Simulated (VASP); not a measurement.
# Sb: electric field gradients with PBE

The system is Sb.

```
CELL_PARAMETERS angstrom
3.11729 0.00000 0.00000
0.00000 3.11729 0.00000
0.00000 0.00000 3.11729
ATOMIC_POSITIONS crystal
Sb 0.00000 0.00000 0.00000
```

This cell differs from its parent crystal: volume scaled by 0.96.

```json
{
 "Program": "VASP 6.6.1",
 "Task": "electric field gradients",
 "Functional": "PBE",
 "Potentials or basis": "VASP PAW PBE potentials, release 64 (Sb)",
 "Cutoff": "520 eV",
 "k mesh": "13 × 13 × 13",
 "Occupations": "fermi-dirac, width 0.05 eV",
 "Spin": "no spin polarisation",
 "Dipole correction": "no",
 "Further INCAR settings": "ALGO = Normal; EDIFF = 1e-08; NBANDS = 8"
}
```

```yaml
Pressure: -0.6 GPa
```

Levels at points of the mesh, in eV from the Fermi level:
```tsv
k point	band 1	band 2	band 3	band 4	band 5	band 6	band 7
(0.00, 0.00, 0.00)	-12.33	3.16	3.16	3.16	6.84	6.84	8.10
```

It took 19 s on 1 thread of Intel Xeon 8259CL, on a shared host, peak memory 0.14 GiB.

Caveat: without QUAD_EFG the Cq values of the log hold for a quadrupole moment of 1 mb, not for the nuclei; spin-orbit coupling is left out, which moves the levels of the heavy elements.
